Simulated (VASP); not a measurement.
# H (Immm) in VASP: notebook

The runs below take H through single point, with LDA.

All numbers are computed with VASP 6.6.1; they aren't measurements. Logs are shortened: lines on timing, memory, paths and dates and some standing lists are left out, and cuts for length are marked.

### 1 The cell of the first run

The structure is orthorhombic, space group Immm (No. 71). The conventional cell has a = 3.383 Å, b = 3.434 Å, c = 4.117 Å, α = 90.00°, β = 90.00°, γ = 90.00°. Within 1.0 Å of H (site symmetry mm2) lie 1 H at 0.74 Å.

### 2 Single point, LDA (strain +0.0150 x Voigt [0, 1, 0, 0, 0, 0])

File INCAR:

```
ALGO = Normal
EDIFF = 1E-6
ENCUT = 520
ISIF = 2
ISMEAR = 0
LASPH = True
LCHARG = True
LELF = True
LREAL = False
LVHAR = True
LWAVE = False
NBANDS = 8
NELM = 100
PREC = Accurate
SIGMA = 0.05
```

File KPOINTS:

```
k-points
0
Gamma
  10 10 10
```

File POSCAR:

```
H
1.0
   -1.6915344700      1.7169074870      2.0584739900
    1.6915344700     -1.7169074870      2.0584739900
    1.6915344700      1.7169074870     -2.0584739900
H
2
Direct
    0.9098622900      0.9098622900      0.0000000000
    0.0901377100      0.0901377100      0.0000000000
```

Potentials or basis: VASP PAW LDA potentials, release 64 (H).

Command:

```
$ cat potpaw_LDA.64/H/POTCAR > POTCAR
$ mpirun -np 1 vasp_std > vasp.out
```

OUTCAR:

```text
EDIFF = 1E-6
   ENCUT = 520
   ISIF = 2
   ISMEAR = 0
   LASPH = True
   LREAL = False
   NELM = 100
   PREC = Accurate

 ion  position               nearest neighbor table
   1  0.910  0.910  0.000-   2 0.74
   2  0.090  0.090  0.000-   1 0.74

  LATTYP: Found a body centered orthorhombic cell.
 ALAT       =     3.3830689400
 B/A-ratio  =     1.0150000000
 C/A-ratio  =     1.2169270130

  Lattice vectors:

 A1 = (  -1.6915344700,   1.7169074870,   2.0584739900)
 A2 = (   1.6915344700,  -1.7169074870,   2.0584739900)
 A3 = (   1.6915344700,   1.7169074870,  -2.0584739900)

Analysis of symmetry for initial positions (statically):
=====================================================================
 Subroutine PRICEL returns:
 Original cell was already a primitive cell.

 Routine SETGRP: Setting up the symmetry group for a
 body centered orthorhombic supercell.

 Subroutine GETGRP returns: Found  8 space group operations
 (whereof  8 operations were pure point group operations)
 out of a pool of  8 trial point group operations.

The static configuration has the point symmetry D_2h.

Analysis of symmetry for dynamics (positions and initial velocities):
=====================================================================
 Subroutine PRICEL returns:
 Original cell was already a primitive cell.

 Routine SETGRP: Setting up the symmetry group for a
 body centered orthorhombic supercell.

 Subroutine GETGRP returns: Found  8 space group operations
 (whereof  8 operations were pure point group operations)
 out of a pool of  8 trial point group operations.

The dynamic configuration has the point symmetry D_2h.

 Subroutine INISYM returns: Found  8 space group operations
 (whereof  8 operations are pure point group operations),
 and found     1 'primitive' translations

----------------------------------------------------------------------------------------

                                     Primitive cell

  volume of cell :      23.9129

  direct lattice vectors                    reciprocal lattice vectors
    -1.691534470  1.716907487  2.058473990     0.000000000  0.291221282  0.242898381
[... 78 lines left out ...]
   ISTART =      0    job   : 0-new  1-cont  2-samecut
   ICHARG =      2    charge: 1-file 2-atom 10-const
   ISPIN  =      1    spin polarized calculation?
   LNONCOLLINEAR =      F non collinear calculations
   LSORBIT =      F    spin-orbit coupling
   LASPH  =      T    aspherical Exc in radial PAW
   ENCUT  =  520.0 eV  38.22 Ry    6.18 a.u.   5.89  5.89  5.89*2*pi/ulx,y,z
   NELM   =    100;   NELMIN=  2; NELMDL= -5     # of ELM steps
   EDIFF  = 0.1E-05   stopping-criterion for ELM
   LREAL  =      F    real-space projection
   EDIFFG = 0.1E-04   stopping-criterion for IOM
   NSW    =      0    number of steps for IOM
   IBRION =     -1    ionic relax: 0-MD 1-quasi-New 2-CG
   NFREE  =      0    steps in history (QN), initial steepest desc. (CG)
   ISIF   =      2    stress and relaxation
   ISYM   =      2    0-nonsym 1-usesym 2-fastsym
   POTIM  = 0.5000    time-step for ionic-motion
   TEBEG  =    0.0;   TEEND  =   0.0 temperature during run
   PSTRESS=    0.0 pullay stress
   NELECT =       2.0000    total number of electrons
   NUPDOWN=      -1.0000    fix difference up-down
   EMIN   =  10.00;   EMAX   =-10.00  energy-range for DOS
   EFERMI =   0.00;   METHOD = LEGACY
   ISMEAR =     0;   SIGMA  =   0.05  broadening in eV -4-tet -1-fermi 0-gaus
   EFERMI_NEDOS =   21; number of points for ismear=-14 and -15
   IALGO  =     38    algorithm
   IMIX   =      4    mixing-type and parameters
     AMIX     =   0.40;   BMIX     =  1.00
     AMIX_MAG =   1.60;   BMIX_MAG =  1.00
  volume/ion in A,a.u.               =      11.96        80.69
  Fermi-wavevector in a.u.,A,eV,Ry     =   0.715935  1.352922  6.973848  0.512563
  Thomas-Fermi vector in A             =   1.804225
   LORBIT       =      0    0 simple, 1 ext, 2 COOP (PROOUT), +10 PAW based schemes
   GGA     = CA    functional components
   LHFCALC =     F    Hartree Fock is set to
   AEXX    =    0.0000 exact exchange contribution
   IVDW    =     0    specifies the selected vdW correction
   LEPSILON=     F    determine dielectric tensor
   LRPA    =     F    only Hartree local field effects (RPA)
 non-spin polarized calculation
 Gauss-broadening in eV      SIGMA  =   0.05
  energy-cutoff  :      520.00
  volume of cell :       23.91
 maximum number of plane-waves:       656
   NGX = 11   NGY = 11   NGZ = 11

 number of electron       2.0000000 magnetization

 Free energy of the ion-electron system (eV)
  ---------------------------------------------------
  ext. energy  EPLUGINS =         0.00000000
  ---------------------------------------------------
  free energy    TOTEN  =        -6.76421841 eV

  energy without entropy =       -6.76421841  energy(sigma->0) =       -6.76421841

 E-fermi :  -7.8743     XC(G=0):  -5.8622

 val. band max:       -8.0680306976   @ k =   0.5000   0.5000   0.5000
 cond. band min:       0.2144571222   @ k =   0.5000   0.0000   0.0000
 fundamental gap:      8.2824878198
 Fermi energy:        -7.8742501568

 k-point     1 :       0.0000    0.0000    0.0000
  band No.  band energies     occupation
      1     -10.5814      2.00000
      2       4.9151      0.00000
      3       8.7967      0.00000
      4      14.7823      0.00000
      5      15.0204      0.00000
      6      16.5668      0.00000
      7      16.9232      0.00000
      8      18.1671      0.00000
[... 243 lines left out ...]
 k-point    24 :      -0.3000    0.2000   -0.0000
  band No.  band energies     occupation
      1      -9.6924      2.00000
      2       3.0284      0.00000
      3       6.8756      0.00000
      4      10.5511      0.00000
      5      11.5618      0.00000
      6      14.5005      0.00000
      7      17.2283      0.00000
      8      20.3409      0.00000

 [... further k-points ...]
[... 5 lines left out ...]
  --------------------------------------------------------------------------------------
  -------------------------------------------------------------------------------------
  Total       -0.1313982     -0.1327123      0.5901592      0.0000000      0.0000000      0.0000000
  in kB       -8.8037321     -8.8917800     39.5409081      0.0000000      0.0000000      0.0000000
  external PRESSURE =       7.2817987 kB  Pullay stress =       0.0000000 kB

 VOLUME and BASIS-vectors are now :
 -----------------------------------------------------------------------------
  energy-cutoff  :      520.00
  volume of cell :       23.91
      direct lattice vectors                 reciprocal lattice vectors
    -1.691534470  1.716907487  2.058473990     0.000000000  0.291221282  0.242898381
     1.691534470 -1.716907487  2.058473990     0.295589602  0.000000000  0.242898381
     1.691534470  1.716907487 -2.058473990     0.295589602  0.291221282  0.000000000

 POSITION                                       TOTAL-FORCE (eV/Angst)
 -----------------------------------------------------------------------------------
      0.00000      0.00000      3.74586         0.000000      0.000000     -0.968913
      0.00000      0.00000      0.37109        -0.000000     -0.000000      0.968913
 -----------------------------------------------------------------------------------
    total drift:                               -0.000000      0.000000      0.000000

  FREE ENERGIE OF THE ION-ELECTRON SYSTEM (eV)
  ---------------------------------------------------
  free  energy   TOTEN  =        -6.7642184116 eV

  energy  without entropy=       -6.7642184116  energy(sigma->0) =       -6.76421841
```

OSZICAR:

```text
N       E                     dE             d eps       ncg     rms          rms(c)
DAV:   1    -0.712620268763E+01   -0.71262E+01   -0.43563E+02  2736   0.155E+02
DAV:   2    -0.741273903355E+01   -0.28654E+00   -0.28654E+00  3720   0.963E+00
DAV:   3    -0.741308409573E+01   -0.34506E-03   -0.34506E-03  3056   0.316E-01
DAV:   4    -0.741308450632E+01   -0.41059E-06   -0.41059E-06  4248   0.112E-02
DAV:   5    -0.741308450644E+01   -0.12231E-09   -0.12230E-09  3144   0.125E-04    0.454E+00
DAV:   6    -0.695549912258E+01    0.45759E+00   -0.29232E-01  2856   0.161E+00    0.241E+00
DAV:   7    -0.676251544377E+01    0.19298E+00   -0.49564E-01  3008   0.220E+00    0.269E-01
DAV:   8    -0.676469090586E+01   -0.21755E-02   -0.42819E-03  2992   0.208E-01    0.121E-01
DAV:   9    -0.676421494372E+01    0.47596E-03   -0.11200E-03  3656   0.103E-01    0.121E-02
DAV:  10    -0.676421734122E+01   -0.23975E-05   -0.95611E-06  3168   0.171E-02    0.253E-03
DAV:  11    -0.676421839918E+01   -0.10580E-05   -0.85424E-07  3384   0.359E-03    0.244E-04
DAV:  12    -0.676421841159E+01   -0.12405E-07   -0.45229E-09  1552   0.321E-04
   1 F= -.67642184E+01 E0= -.67642184E+01  d E =-.845633E-11
```

stdout:

```text
POSCAR found type information on POSCAR H
 POSCAR found :  1 types and       2 ions
 scaLAPACK will be used
 LDA part: xc-table for (Slater(with rela. corr.)+CA(PZ))
 , standard interpolation
 POSCAR, INCAR and KPOINTS ok, starting setup
 FFT: planning ... GRIDC
 FFT: planning ... GRID_SOFT
 FFT: planning ... GRID
 WAVECAR not read
 entering main loop
```

It took 11 s on 1 thread of Intel Xeon Platinum 8375C at 2.90GHz (Ice Lake), shared host; peak memory 0.13 GiB.

Results:

```yaml
Free_energy: -6.7642 eV
Pressure: 0.7 GPa
Largest_force: 0.969 eV/Å
Band_gap_on_the_k_mesh: 8.28 eV, indirect (least direct gap 9.16 eV)
```

Forces on the atoms (eV/Å):
```
H    0.000  0.000 -0.969
H    0.000  0.000  0.969
```

Stress tensor (GPa, compression positive):
```
-0.88  0.00  0.00
 0.00 -0.89  0.00
 0.00  0.00  3.95
```

Levels at points of the mesh, in eV from the valence-band top:
| k point | band 1 | band 2 | band 3 | band 4 | band 5 | band 6 |
| --- | --- | --- | --- | --- | --- | --- |
| (0.00, 0.00, 0.00) | -2.51 | 12.98 | 16.86 | 22.85 | 23.09 | 24.63 |
| (0.50, 0.00, 0.00) | -0.87 | 8.28 | 16.22 | 18.45 | 19.78 | 22.45 |
| (0.00, 0.50, 0.00) | -0.84 | 8.36 | 16.14 | 18.29 | 19.56 | 22.16 |
| (0.50, 0.50, 0.00) | -0.64 | 9.97 | 13.74 | 15.47 | 18.38 | 19.15 |
| (0.50, 0.50, 0.50) | 0.00 | 9.74 | 14.75 | 15.26 | 15.61 | 17.51 |

Caveat: the cell differs from its parent crystal (strain +0.0150 x Voigt [0, 1, 0, 0, 0, 0]).

(Continued in part 2 of 2.)
